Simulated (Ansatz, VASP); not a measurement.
## TaN: VASP beside Ansatz

INCAR

```
SYSTEM = TaN
PREC = Accurate
ENCUT = 520
EDIFF = 1E-7
ISMEAR = 0
SIGMA = 0.15
LREAL = .False.
LASPH = .True.
NELM = 80
ALGO = Normal
ISIF = 2
LWAVE = .False.
LCHARG = .False.
GGA = PS
NBANDS = 33
```

The input KPOINTS:

```
Automatic mesh
0
Gamma
  12 12 16
  0 0 0
```

File POSCAR:

```
TaN
1.0
    5.1789208695      0.0000000000      0.0000000000
   -2.5894604347      4.4850770372      0.0000000000
    0.0000000000      0.0000000000      2.8959972730
Ta N
3 3
Direct
    0.3333333333      0.6666666667      0.4876603009
    0.6666666667      0.3333333333      0.4876603009
    0.0000000000      0.0000000000      0.0258978144
    0.3933709412      0.0000000000     -0.0052466586
    0.6066290588      0.6066290588     -0.0052466586
    0.0000000000      0.3933709412     -0.0052466586
```

Input for Ansatz:

```yaml
crystal:
  lattice:
    - [5.1789208695, 0.0, 0.0]
    - [-2.5894604347, 4.4850770372, 0.0]
    - [0.0, 0.0, 2.895997273]
  atoms:
    - { symbol: Ta, position: [0.3333333333, 0.6666666667, 0.4876603009] }
    - { symbol: Ta, position: [0.6666666667, 0.3333333333, 0.4876603009] }
    - { symbol: Ta, position: [0.0, 0.0, 0.0258978144] }
    - { symbol: "N", position: [0.3933709412, 0.0, -0.0052466586] }
    - { symbol: "N", position: [0.6066290588, 0.6066290588, -0.0052466586] }
    - { symbol: "N", position: [0.0, 0.3933709412, -0.0052466586] }
basis:
  ecutwfc: 420
kpoints:
  mp_grid: { grid: [12, 12, 16] }
hamiltonian:
  xc: pbesol
scf:
  occupations: { method: gaussian, width: 0.15 }
output:
  forces: true
  stress: true
  eigenvalues: true
```

Change from the starting cell: mode 4 (148.0 1/cm) frozen in, largest displacement +0.075 Å.

Alike in both runs: task single point; functional PBEsol; k mesh 12 × 12 × 16; occupations gaussian, width 0.15 eV; no spin polarisation.

|  | VASP | Ansatz |
| --- | --- | --- |
| version | VASP 6.6.1 | Ansatz 0.2.0 |
| potentials or method | VASP PAW PBE potentials, release 64 (Ta_pv, N), cutoff 520 eV | scalar-relativistic, plane waves, PAW |
| valence electrons in the cell | 48 | 54 |

```tsv
	VASP	Ansatz	Ansatz less VASP
gap on the k mesh at the Fermi level (eV)	none	none	-
pressure (GPa)	1.0	0.1	-0.88
traceless stress, the component that is largest in VASP (GPa)	-0.23	-0.17	+0.060
rms of the force components (eV/Å)	0.308	0.309	+0.0009
```

VASP's potentials were made for PBE, not for PBEsol. Atom by atom the forces differ by 0.005 eV/Å (rms over components). A gap of «none» marks a metal or a gap that the smearing closes. With one functional, cell and mesh, what is left measures potentials, basis and numerics. VASP's potentials hold 48 valence electrons a cell and Ansatz's 54, so a difference there can come from the potentials and not from the codes.

Neither program's run includes spin-orbit coupling.
